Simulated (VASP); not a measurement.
# AlN (I-4m2) in VASP: single point with HSE06

Aim: the single point of AlN with HSE06.

All numbers are computed with VASP 6.6.1; they aren't measurements. Logs are shortened: lines on timing, memory, paths and dates and some standing lists are left out, and cuts for length are marked.

### Step 1. The cell of the first run

It takes space group I-4m2 (No. 119, tetragonal). Conventional cell: a = 3.055 Å, b = 3.055 Å, c = 4.420 Å, α = 90.00°, β = 90.00°, γ = 90.00°. Al (site symmetry -4m2) has 4 N at 1.89 Å within 2.5 Å. Within 2.5 Å of N (site symmetry -4m2) lie 4 Al at 1.89 Å.

### Step 2. Single point, HSE06 (epitaxial xy strain -1.1%)

POSCAR reads:

```
AlN
1.0
    0.0000000000      2.1601873172      2.2101278436
    2.1601873172      0.0000000000      2.2101278436
    2.1601873172      2.1601873172      0.0000000000
Al N
1 1
Direct
    0.0000000000      0.0000000000      0.0000000000
    0.2500000000      0.2500000000      0.2500000000
```

INCAR.step1 reads:

```
PREC     = Accurate       # precision mode
ENCUT    = 520            # plane-wave cutoff, eV
EDIFF    = 1E-5           # SCF threshold, eV
ISMEAR   = 0              # smearing method
SIGMA    = 0.01           # smearing width, eV
LREAL    = F              # projectors in reciprocal space
LASPH    = T              # aspherical terms in the spheres
NELM     = 100            # most SCF steps
ALGO     = Normal         # electronic algorithm
ISIF     = 2              # what is computed and relaxed
LWAVE    = T              # write WAVECAR
LCHARG   = F              # write CHGCAR
GGA      = PE             # functional
NBANDS   = 11             # bands
```

INCAR.step2 reads:

```
PREC     = Accurate       # precision mode
ENCUT    = 520            # plane-wave cutoff, eV
EDIFF    = 1E-7           # SCF threshold, eV
ISMEAR   = 0              # smearing method
SIGMA    = 0.01           # smearing width, eV
LREAL    = F              # projectors in reciprocal space
LASPH    = T              # aspherical terms in the spheres
NELM     = 100            # most SCF steps
ALGO     = Normal         # electronic algorithm
ISIF     = 2              # what is computed and relaxed
LWAVE    = F              # write WAVECAR
LCHARG   = F              # write CHGCAR
GGA      = PE             # functional
LHFCALC  = T              # exact exchange
HFSCREEN = 0.2079         # screening, 1/A
PRECFOCK = Normal       
ISTART   = 1            
NBANDS   = 11             # bands
```

KPOINTS reads:

```
regular mesh
0
Gamma
  8 8 8
```

Potentials or basis: VASP PAW PBE potentials, release 64 (Al, N).

Run with:

```sh
$ cat potpaw_PBE.64/Al/POTCAR potpaw_PBE.64/N/POTCAR > POTCAR
$ cp INCAR.step1 INCAR
$ mpirun -np 1 vasp_std > vasp.out
$ cp INCAR.step2 INCAR
$ mpirun -np 1 vasp_std > vasp.out
```

OUTCAR:

```text
PREC = Accurate
   ENCUT = 520
   EDIFF = 1E-7
   ISMEAR = 0
   LREAL = F
   LASPH = T
   NELM = 100
   ISIF = 2
   GGA = PE
   LHFCALC = T
   HFSCREEN = 0.2079
   PRECFOCK = Normal
   ISTART = 1

 ion  position               nearest neighbor table
   1  0.000  0.000  0.000-   2 1.89   2 1.89   2 1.89   2 1.89
   2  0.250  0.250  0.250-   1 1.89   1 1.89   1 1.89   1 1.89

  LATTYP: Found a body centered tetragonal cell.
 ALAT       =     3.0549662013
 C/A-ratio  =     1.4469082131

  Lattice vectors:

 A1 = (  -2.1601873172,   0.0000000000,   2.2101278436)
 A2 = (   2.1601873172,   0.0000000000,   2.2101278436)
 A3 = (   0.0000000000,   2.1601873172,  -2.2101278436)

Analysis of symmetry for initial positions (statically):
=====================================================================
 Subroutine PRICEL returns:
 Original cell was already a primitive cell.

 Routine SETGRP: Setting up the symmetry group for a
 body centered tetragonal supercell.

 Subroutine GETGRP returns: Found  8 space group operations
 (whereof  8 operations were pure point group operations)
 out of a pool of 16 trial point group operations.

The static configuration has the point symmetry D_2d.

Analysis of symmetry for dynamics (positions and initial velocities):
=====================================================================
 Subroutine PRICEL returns:
 Original cell was already a primitive cell.

 Routine SETGRP: Setting up the symmetry group for a
 body centered tetragonal supercell.

 Subroutine GETGRP returns: Found  8 space group operations
 (whereof  8 operations were pure point group operations)
 out of a pool of 16 trial point group operations.

The dynamic configuration has the point symmetry D_2d.

 Subroutine INISYM returns: Found  8 space group operations
 (whereof  8 operations are pure point group operations),
 and found     1 'primitive' translations

----------------------------------------------------------------------------------------

                                     Primitive cell

  volume of cell :      20.6267

  direct lattice vectors                    reciprocal lattice vectors
     0.000000000  2.160187317  2.210127844    -0.231461409  0.231461409  0.226231257
     2.160187317  0.000000000  2.210127844     0.231461409 -0.231461409  0.226231257
     2.160187317  2.160187317  0.000000000     0.231461409  0.231461409 -0.226231257

  length of vectors
     3.090481246  3.090481246  3.054966201     0.397906207  0.397906207  0.397906207

  position of ions in fractional coordinates (direct lattice)
     0.000000000  0.000000000  0.000000000
     0.250000000  0.250000000  0.250000000

  ion indices of the primitive-cell ions
   primitive index   ion index
                 1           1
                 2           2

----------------------------------------------------------------------------------------

 KPOINTS: regular mesh

Automatic generation of k-mesh.
 Grid dimensions read from file:
 generate k-points for:    8    8    8

 Generating k-lattice:

  Cartesian coordinates                     Fractional coordinates (reciprocal lattice)
    -0.028932676  0.028932676  0.028278907     0.125000000  0.000000000  0.000000000
     0.028932676 -0.028932676  0.028278907     0.000000000  0.125000000  0.000000000
     0.028932676  0.028932676 -0.028278907     0.000000000  0.000000000  0.125000000

  Length of vectors
     0.049738276  0.049738276  0.049738276

  Shift w.r.t. Gamma in fractional coordinates (k-lattice)
     0.000000000  0.000000000  0.000000000

 Subroutine IBZKPT returns following result:
 ===========================================

 Found     59 irreducible k-points:

 Following reciprocal coordinates:
            Coordinates               Weight
  0.000000  0.000000  0.000000      1.000000
  0.125000  0.000000  0.000000      8.000000
  0.250000  0.000000  0.000000      8.000000
  0.375000  0.000000  0.000000      8.000000
  0.500000  0.000000  0.000000      4.000000
  0.125000  0.125000  0.000000      2.000000
[... 16 lines left out ...]
  0.250000  0.000000  0.125000     16.000000
  0.375000  0.000000  0.125000     16.000000
 [... further k-points ...]
   k-points           NKPTS =     59   k-points in BZ     NKDIM =    512   number of bands    NBANDS=     11
   number of dos      NEDOS =    301   number of ions     NIONS =      2
   total plane-waves  NPLWV =  13824
   dimension x,y,z NGX =    24 NGY =   24 NGZ =   24
   dimension x,y,z NGXF=    48 NGYF=   48 NGZF=   48
   ions per type =               1   1
   NGX,Y,Z   is equivalent  to a cutoff of  12.91, 12.91, 13.06 a.u.
   NGXF,Y,Z  is equivalent  to a cutoff of  25.82, 25.82, 26.12 a.u.
 SYSTEM =  unknown system
   PREC   = accura    normal or accurate (medium, high low for compatibility)
   ISTART =      1    job   : 0-new  1-cont  2-samecut
   ICHARG =      0    charge: 1-file 2-atom 10-const
   ISPIN  =      1    spin polarized calculation?
   LNONCOLLINEAR =      F non collinear calculations
   LSORBIT =      F    spin-orbit coupling
   LASPH  =      T    aspherical Exc in radial PAW
   ENCUT  =  520.0 eV  38.22 Ry    6.18 a.u.   5.75  5.75  5.68*2*pi/ulx,y,z
   NELM   =    100;   NELMIN=  2; NELMDL=  0     # of ELM steps
   EDIFF  = 0.1E-06   stopping-criterion for ELM
   LREAL  =      F    real-space projection
   EDIFFG = 0.1E-05   stopping-criterion for IOM
   NSW    =      0    number of steps for IOM
   IBRION =     -1    ionic relax: 0-MD 1-quasi-New 2-CG
   NFREE  =      0    steps in history (QN), initial steepest desc. (CG)
   ISIF   =      2    stress and relaxation
   ISYM   =      3    0-nonsym 1-usesym 2-fastsym
   POTIM  = 0.5000    time-step for ionic-motion
   TEBEG  =    0.0;   TEEND  =   0.0 temperature during run
   PSTRESS=    0.0 pullay stress
   NELECT =       8.0000    total number of electrons
   NUPDOWN=      -1.0000    fix difference up-down
   EMIN   =  10.00;   EMAX   =-10.00  energy-range for DOS
   EFERMI =   0.00;   METHOD = LEGACY
   ISMEAR =     0;   SIGMA  =   0.01  broadening in eV -4-tet -1-fermi 0-gaus
   EFERMI_NEDOS =   21; number of points for ismear=-14 and -15
   IALGO  =     38    algorithm
   IMIX   =      1    mixing-type and parameters
     AMIX     =   0.40;   BMIX     =  1.00
     AMIX_MAG =   1.60;   BMIX_MAG =  1.00
  volume/ion in A,a.u.               =      10.31        69.60
  Fermi-wavevector in a.u.,A,eV,Ry     =   1.193882  2.256110 19.393123  1.425354
  Thomas-Fermi vector in A             =   2.329886
   LORBIT       =      0    0 simple, 1 ext, 2 COOP (PROOUT), +10 PAW based schemes
   GGA     = PE    functional components
   LHFCALC =     T    Hartree Fock is set to
   PRECFOCK=normal    Normal, Fast or Accurate (Low or Medium for compatibility)
   ENCUT4O =  -1.0   cutoff for four orbital integrals eV
   NKREDX  =     1    reduce k-point grid by
   NKREDY  =     1    reduce k-point grid by
   NKREDZ  =     1    reduce k-point grid by
   AEXX    =    0.2500 exact exchange contribution
   HFSCREEN=    0.2079 screening length (either q_TF or 0.3 A-1)
   HFSCREENC=   0.2079 screening length for correlation (either q_TF or 0.3 A-1)
   ENCUTFOCK=  -1.0 apply spherical cutoff to Coloumb kernel
   IVDW    =     0    specifies the selected vdW correction
   LEPSILON=     F    determine dielectric tensor
   LRPA    =     F    only Hartree local field effects (RPA)
 non-spin polarized calculation
 Gauss-broadening in eV      SIGMA  =   0.01
  energy-cutoff  :      520.00
  volume of cell :       20.63
 maximum number of plane-waves:       568
  NGX = 18; NGY = 18; NGZ = 18

 number of electron       7.9999999 magnetization

 Free energy of the ion-electron system (eV)
  ---------------------------------------------------
  ext. energy  EPLUGINS =         0.00000000
  ---------------------------------------------------
  free energy    TOTEN  =       -17.39205898 eV

  energy without entropy =      -17.39205898  energy(sigma->0) =      -17.39205898

 E-fermi :   5.2744     XC(G=0):  -9.0482

 val. band max:        5.1730179585   @ k =   0.0000   0.0000   0.0000
 cond. band min:       9.6670051655   @ k =   0.5000   0.0000   0.5000
 fundamental gap:      4.4939872070
 Fermi energy:         5.2744213510

 k-point     1 :       0.0000    0.0000    0.0000
  band No.  band energies     occupation
      1     -11.4001      2.00000
      2       5.0706      2.00000
      3       5.1730      2.00000
      4       5.1730      2.00000
      5      10.7837      0.00000
      6      19.4777      0.00000
      7      19.4777      0.00000
      8      19.5013      0.00000
      9      24.3941      0.00000
     10      25.2139      0.00000
     11      25.6493      0.00000

 k-point     2 :       0.1250    0.0000    0.0000
  band No.  band energies     occupation
      1     -11.1536      2.00000
      2       3.8957      2.00000
      3       5.0064      2.00000
      4       5.0969      2.00000
      5      11.7571      0.00000
      6      18.8949      0.00000
      7      19.6594      0.00000
      8      19.7105      0.00000
      9      22.8705      0.00000
     10      23.4351      0.00000
     11      25.1346      0.00000

 k-point     3 :       0.2500    0.0000    0.0000
  band No.  band energies     occupation
      1     -10.4778      2.00000
      2       1.6114      2.00000
      3       4.7816      2.00000
      4       4.9250      2.00000
      5      13.1687      0.00000
      6      17.8742      0.00000
      7      19.0926      0.00000
      8      19.4186      0.00000
      9      23.2687      0.00000
     10      23.3731      0.00000
     11      24.3296      0.00000

 k-point     4 :       0.3750    0.0000    0.0000
  band No.  band energies     occupation
      1      -9.6255      2.00000
      2      -0.4033      2.00000
      3       4.5769      2.00000
      4       4.7681      2.00000
      5      13.9051      0.00000
      6      17.1248      0.00000
      7      18.1542      0.00000
      8      18.5467      0.00000
      9      24.6162      0.00000
     10      25.4723      0.00000
     11      25.6740      0.00000

 k-point     5 :       0.5000    0.0000    0.0000
  band No.  band energies     occupation
      1      -9.1836      2.00000
      2      -1.2572      2.00000
      3       4.4970      2.00000
      4       4.7070      2.00000
      5      14.0841      0.00000
      6      16.8546      0.00000
      7      17.7724      0.00000
      8      18.1851      0.00000
      9      25.1773      0.00000
     10      27.4343      0.00000
     11      27.6375      0.00000
[... 211 lines left out ...]
 k-point    21 :       0.5000    0.5000    0.0000
  band No.  band energies     occupation
      1      -8.5658      2.00000
      2      -0.3833      2.00000
      3       3.3106      2.00000
      4       3.3106      2.00000
      5       9.7804      0.00000
      6      15.5229      0.00000
      7      21.1004      0.00000
      8      23.2248      0.00000
      9      23.2248      0.00000
     10      31.1518      0.00000
     11      31.6157      0.00000

 k-point    22 :       0.1250    0.0000    0.1250
  band No.  band energies     occupation
      1     -11.0671      2.00000
      2       3.9867      2.00000
      3       4.7282      2.00000
      4       4.8081      2.00000
      5      12.0386      0.00000
      6      18.5224      0.00000
      7      19.8270      0.00000
      8      20.0872      0.00000
      9      20.9608      0.00000
     10      25.0574      0.00000
     11      26.7633      0.00000

 k-point    23 :       0.2500    0.0000    0.1250
  band No.  band energies     occupation
      1     -10.5301      2.00000
      2       2.2806      2.00000
      3       4.4416      2.00000
      4       4.6098      2.00000
      5      13.0783      0.00000
      6      17.8248      0.00000
      7      18.7171      0.00000
      8      20.0397      0.00000
      9      21.3130      0.00000
     10      25.0555      0.00000
     11      26.4897      0.00000

 k-point    24 :       0.3750    0.0000    0.1250
  band No.  band energies     occupation
      1      -9.7214      2.00000
      2       0.3096      2.00000
      3       4.2105      2.00000
      4       4.3344      2.00000
      5      13.8168      0.00000
      6      16.6756      0.00000
      7      18.5913      0.00000
      8      19.3224      0.00000
      9      22.7826      0.00000
     10      26.2991      0.00000
     11      26.8142      0.00000

 [... further k-points ...]
[... 5 lines left out ...]
  --------------------------------------------------------------------------------------
  -------------------------------------------------------------------------------------
  Total        0.3529472      0.3529472     -0.0991782      0.0000000      0.0000000      0.0000000
  in kB       27.4151169     27.4151169     -7.7036490      0.0000000      0.0000000      0.0000000
  external PRESSURE =      15.7088616 kB  Pullay stress =       0.0000000 kB

 VOLUME and BASIS-vectors are now :
 -----------------------------------------------------------------------------
  energy-cutoff  :      520.00
  volume of cell :       20.63
      direct lattice vectors                 reciprocal lattice vectors
     0.000000000  2.160187317  2.210127844    -0.231461409  0.231461409  0.226231257
     2.160187317  0.000000000  2.210127844     0.231461409 -0.231461409  0.226231257
     2.160187317  2.160187317  0.000000000     0.231461409  0.231461409 -0.226231257

 POSITION                                       TOTAL-FORCE (eV/Angst)
 -----------------------------------------------------------------------------------
      0.00000      0.00000      0.00000        -0.000000     -0.000000     -0.000000
      1.08009      1.08009      1.10506         0.000000      0.000000      0.000000
 -----------------------------------------------------------------------------------
    total drift:                                0.000000      0.000000     -0.000000

  FREE ENERGIE OF THE ION-ELECTRON SYSTEM (eV)
  ---------------------------------------------------
  free  energy   TOTEN  =       -17.3920589783 eV

  energy  without entropy=      -17.3920589783  energy(sigma->0) =      -17.39205898
```

It took 46 min on 1 thread of AMD EPYC 7R13 (Zen 3), shared host; peak memory 0.23 GiB.

Results:

* Free energy: -17.3921 eV
* Pressure: 1.6 GPa
* Band gap on the k mesh: 4.49 eV (least direct gap 5.61 eV)

Levels at points of the mesh, in eV from the valence-band top:
| k point | band 1 | band 2 | band 3 | band 4 | band 5 | band 6 | band 7 | band 8 | band 9 |
| --- | --- | --- | --- | --- | --- | --- | --- | --- | --- |
| (0.00, 0.00, 0.00) | -16.57 | -0.10 | 0.00 | 0.00 | 5.61 | 14.30 | 14.30 | 14.33 | 19.22 |
| (0.50, 0.00, 0.00) | -14.36 | -6.43 | -0.68 | -0.47 | 8.91 | 11.68 | 12.60 | 13.01 | 20.00 |
| (0.50, 0.50, 0.00) | -13.74 | -5.56 | -1.86 | -1.86 | 4.61 | 10.35 | 15.93 | 18.05 | 18.05 |
| (0.50, 0.00, 0.50) | -13.63 | -5.32 | -2.06 | -2.06 | 4.49 | 9.99 | 16.35 | 17.49 | 18.22 |

Caveat: the cell differs from its parent crystal (epitaxial xy strain -1.1%); the PAW data sets were made with another functional, which shifts forces and pressure a little. A k mesh can miss the band edges.
